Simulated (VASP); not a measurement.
The system is Au.

```
Au
1.0
    -1.65727    1.65727    1.65727
     1.65727   -1.65727    1.65727
     1.65727    1.65727   -1.65727
Au
1
Direct
  0.00000 0.00000 0.00000
```

| Quantity | Value |
| --- | --- |
| Program | VASP 6.6.1 |
| Task | relaxation of cell and atoms |
| Functional | revPBE |
| Dispersion | D4 |
| Potentials or basis | VASP PAW PBE potentials, release 64 (Au) |
| Cutoff | 600 eV |
| k mesh | 11 × 11 × 11 |
| Occupations | fermi-dirac, width 0.05 eV |
| Spin | no spin polarisation |

At the start: pressure -7.0 GPa; volume 18.21 Å³/atom.

Question: Where does the relaxation end?

Answer: Over 4 steps the energy falls by 21.8 meV/atom and the volume is 17.27 Å³/atom (-5.2 %); space group Im-3m (No. 229, to 0.05 Å).

Step by step:
| step | energy change (eV) | largest force (eV/Å) | pressure (GPa) | volume (Å³) |
| --- | --- | --- | --- | --- |
| 1 | 0.0000 | 0.0000 | -7.03 | 18.21 |
| 2 | 0.0172 | 0.0000 | 12.37 | 16.18 |
| 3 | -0.0218 | 0.0000 | -0.11 | 17.28 |
| 4 | -0.0218 | 0.0000 | 0.05 | 17.27 |

Final structure:
```
Au
1.0
    -1.62822    1.62822    1.62822
     1.62822   -1.62822    1.62822
     1.62822    1.62822   -1.62822
Au
1
Direct
  0.00000 0.00000 0.00000
```

Caveat: the PAW data sets were made with another functional, which shifts forces and pressure a little; pairwise dispersion overbinds metals, which lowers pressure and volume.
